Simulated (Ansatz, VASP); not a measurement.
**Two plane-wave programs on Hf**

```xyz
3
Lattice="4.9942 0.0000 0.0000 -2.4971 4.3251 0.0000 0.0000 0.0000 3.0993" Properties=species:S:1:pos:R:3 pbc="T T T"
Hf    2.4971    1.4417    1.5496
Hf    0.0000    2.8834    1.5496
Hf    0.0000    0.0000    0.0000
```

Alike in both runs: functional PBE; k mesh 12 × 12 × 14; occupations gaussian, width 0.1 eV; no spin polarisation.

Ansatz relaxed the structure, and its values are those at the end. VASP's run is a single point on that final structure, the one shown.

|  | VASP | Ansatz |
| --- | --- | --- |
| version | VASP 6.6.1 | Ansatz 0.2.0 |
| potentials or method | VASP PAW PBE potentials, release 64 (Hf_pv), cutoff 520 eV | scalar-relativistic, plane waves, PAW |
| valence electrons in the cell | 30 | 78 |

Ansatz gave:

```
gap on the k mesh at the Fermi level (eV) : none
pressure (GPa)                            : 0.0
```

Question: Estimate VASP's values.

Answer: gap on the k mesh at the Fermi level (eV): none; pressure (GPa): -0.5.

A gap of «none» marks a metal or a gap that the smearing closes. With one functional, cell and mesh, what is left measures potentials, basis and numerics. VASP's potentials hold 30 valence electrons a cell and Ansatz's 78, so a difference there can come from the potentials and not from the codes.

Spin-orbit coupling is off throughout.
